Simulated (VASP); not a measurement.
Set up this calculation in VASP 6.6.1, as the native input.

```yaml
Task: single point
Functional: r2SCAN
Potentials_or_basis: VASP PAW PBE potentials, release 64 (Al, Ga_d, N)
Cutoff: 520 eV
k_mesh: 8 × 8 × 6
Occupations: gaussian, width 0.05 eV
Spin: no spin polarisation
Dipole_correction: no
Further_INCAR_settings: ALGO = Normal; EDIFF = 1e-06; NBANDS = 21
```

The system is AlGaN2.

```
Al Ga N
1.0
     3.07806    0.00000    0.00000
     0.00000    3.07806    0.00000
     0.00000    0.00000    4.42384
Al Ga N
1 1 2
Direct
  0.50000 0.50000 0.50000
  0.00000 0.00000 0.00000
  0.50000 0.00000 0.73826
  0.00000 0.50000 0.26174
```

This cell differs from its parent crystal: strain -0.0200 x Voigt [1, 1, 0, 0, 0, 0].

One way to write it, as run:

POSCAR

```
AlGaN2
1.0
    3.0780595077      0.0000000000      0.0000000000
    0.0000000000      3.0780595077      0.0000000000
    0.0000000000      0.0000000000      4.4238379400
Al Ga N
1 1 2
Direct
    0.5000000000      0.5000000000      0.5000000000
    0.0000000000      0.0000000000      0.0000000000
    0.5000000000      0.0000000000      0.7382648100
    0.0000000000      0.5000000000      0.2617351900
```

INCAR.step1

```
PREC     = Accurate       # precision mode
ENCUT    = 520            # plane-wave cutoff, eV
ISMEAR   = 0              # smearing method
SIGMA    = 0.05           # smearing width, eV
LREAL    = False          # projectors in reciprocal space
LASPH    = True           # aspherical terms in the spheres
NELM     = 80             # most SCF steps
NBANDS   = 21             # bands
GGA      = PE             # functional
ALGO     = Normal         # electronic algorithm
EDIFF    = 1E-4           # SCF threshold, eV
LWAVE    = True           # write WAVECAR
LCHARG   = False          # write CHGCAR
```

INCAR.step2

```
PREC     = Accurate       # precision mode
ENCUT    = 520            # plane-wave cutoff, eV
EDIFF    = 1E-6           # SCF threshold, eV
ISMEAR   = 0              # smearing method
SIGMA    = 0.05           # smearing width, eV
LREAL    = False          # projectors in reciprocal space
LASPH    = True           # aspherical terms in the spheres
NELM     = 80             # most SCF steps
ALGO     = Normal         # electronic algorithm
ISIF     = 2              # what is computed and relaxed
LWAVE    = False          # write WAVECAR
LCHARG   = False          # write CHGCAR
METAGGA  = R2SCAN         # meta-GGA
LMIXTAU  = True         
NBANDS   = 21             # bands
ISTART   = 1
```

KPOINTS

```
regular mesh
0
Gamma
  8 8 6
```

Potentials or basis: VASP PAW PBE potentials, release 64 (Al, Ga_d, N).

Run with:

```console
$ cat potpaw_PBE.64/Al/POTCAR potpaw_PBE.64/Ga_d/POTCAR potpaw_PBE.64/N/POTCAR > POTCAR
$ cp INCAR.step1 INCAR
$ mpirun -np 1 vasp_std > vasp.out
$ cp INCAR.step2 INCAR
$ mpirun -np 1 vasp_std > vasp.out
```

It gave:

| Property | Result |
| --- | --- |
| Pressure | 9.0 GPa |
| Largest force | 0.036 eV/Å |
| Band gap on the k mesh | 3.64 eV, direct |

Caveat: the cell differs from its parent crystal (strain -0.0200 x Voigt [1, 1, 0, 0, 0, 0]); the PAW data sets were made with another functional, which shifts forces and pressure a little.

Run time: 98 s on 1 thread of Intel Xeon 6975P-C, on a shared host, peak memory 0.19 GiB.
